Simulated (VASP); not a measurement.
Input of a VASP 6.6.1 run:

Contents of INCAR:

```
PREC     = Accurate       # precision mode
ENCUT    = 520            # plane-wave cutoff, eV
EDIFF    = 1E-6           # SCF threshold, eV
ISMEAR   = 0              # smearing method
SIGMA    = 0.05           # smearing width, eV
LREAL    = F              # projectors in reciprocal space
LASPH    = T              # aspherical terms in the spheres
NELM     = 100            # most SCF steps
ALGO     = Normal         # electronic algorithm
ISIF     = 2              # what is computed and relaxed
LWAVE    = F              # write WAVECAR
LCHARG   = F              # write CHGCAR
GGA      = PE             # functional
NBANDS   = 15             # bands
```

Contents of KPOINTS:

```
Automatic mesh
0
Gamma
  6 6 6
```

The input POSCAR:

```
KCl
1.0
    0.0000000000      3.2981245000      3.1561000000
    3.2981245000      0.0000000000      3.1561000000
    3.2981245000      3.2981245000      0.0000000000
K Cl
1 1
Direct
    0.0000000000      0.0000000000      0.0000000000
    0.5000000000      0.5000000000      0.5000000000
```

Potentials or basis: VASP PAW PBE potentials, release 64 (K_sv, Cl).

Command:

```bash
$ cat potpaw_PBE.64/K_sv/POTCAR potpaw_PBE.64/Cl/POTCAR > POTCAR
$ mpirun -np 1 vasp_std > vasp.out
```

**Question.** Predict the band gap on the k mesh.

**Answer.** 4.86 eV, direct.

**Question.** Predict the pressure.

**Answer.** -0.7 GPa.

Stress tensor (GPa, compression positive):
```
-1.06  0.00  0.00
 0.00 -1.06  0.00
 0.00  0.00  0.01
```

Caveat: the cell differs from its parent crystal (strain +0.0450 x Voigt [1, 1, 0, 0, 0, 0]).
